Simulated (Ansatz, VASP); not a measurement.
# Two plane-wave programs on As

```
As
1.0
     3.08035    0.00000    0.00000
     0.00000    3.08035    0.00000
     0.00000    0.00000    2.11320
As
1
Direct
  0.50000 0.50000 0.50000
```

Alike in both runs: task relaxation of cell and atoms; functional PBE; k mesh 6 × 6 × 8; occupations gaussian, width 0.1 eV; no spin polarisation.

|  | VASP | Ansatz |
| --- | --- | --- |
| version | VASP 6.6.1 | Ansatz 0.2.0 |
| potentials or method | VASP PAW PBE potentials, release 64 (As), cutoff 600 eV | scalar-relativistic, plane waves, PAW |
| valence electrons in the cell | 5 | 15 |

Ansatz gave:

| Property | Result |
| --- | --- |
| gap on the k mesh at the Fermi level, each at its own relaxed structure (eV) | none |
| relaxed volume (Å³/atom) | 20.75 |
| relaxed cell length with the largest relative difference (Å) | 2.828 |

Which values does VASP return?

gap on the k mesh at the Fermi level, each at its own relaxed structure (eV): none; relaxed volume (Å³/atom): 20.79; relaxed cell length with the largest relative difference (Å): 2.830.

A gap of «none» marks a metal or a gap that the smearing closes. VASP's potentials hold 5 valence electrons a cell and Ansatz's 15, so a difference there can come from the potentials and not from the codes.

The k mesh is coarse, so the values compare programs but aren't converged.
